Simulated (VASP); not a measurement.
# Hf3AlN4: single point with PBE

Crystal: Hf3AlN4.

```
CELL_PARAMETERS angstrom
4.49842 0.00000 0.00000
0.00000 4.49842 0.00000
0.00000 0.00000 4.49842
ATOMIC_POSITIONS crystal
Hf 0.50000 0.00000 0.50000
Hf 0.00000 0.50000 0.50000
Hf 0.50000 0.50000 0.00000
Al 0.00000 0.00000 0.00000
N 0.50000 0.50000 0.50000
N 0.00000 0.50000 0.00000
N 0.50000 0.00000 0.00000
N 0.00000 0.00000 0.50000
```

```
Program                : VASP 6.6.1
Task                   : single point
Functional             : PBE
Potentials or basis    : VASP PAW PBE potentials, release 64 (Hf_pv, Al, N)
Cutoff                 : 520 eV
k mesh                 : 8 × 8 × 8
Occupations            : gaussian, width 0.1 eV
Spin                   : no spin polarisation
Dipole correction      : no
Further INCAR settings : ALGO = Normal; EDIFF = 1e-06; NBANDS = 36
```

| Property | Result |
| --- | --- |
| Pressure | -2.0 GPa |
| Band gap on the k mesh | zero (an odd number of electrons rules out a gap without spin polarisation) |

Levels at points of the mesh, in eV from the Fermi level:
| k point | band 23 | band 24 | band 25 | band 26 | band 27 | band 28 | band 29 | band 30 |
| --- | --- | --- | --- | --- | --- | --- | --- | --- |
| (0.00, 0.00, 0.00) | -3.28 | -3.28 | -3.28 | -3.11 | -3.11 | -3.11 | -1.54 | 0.70 |
| (0.50, 0.00, 0.00) | -4.15 | -3.71 | -3.71 | -2.60 | -0.68 | 1.10 | 1.10 | 1.49 |
| (0.50, 0.50, 0.00) | -4.93 | -4.93 | -3.98 | 1.69 | 1.79 | 1.79 | 1.93 | 2.03 |
| (0.50, 0.50, 0.50) | -6.17 | -4.41 | -4.41 | 1.97 | 1.97 | 1.97 | 2.63 | 3.27 |

Wall time 2.6 min on 1 thread of Intel Xeon 8259CL (shared host), peak memory 0.26 GiB.

Caveat: spin-orbit coupling is left out, which moves the levels of the heavy elements.
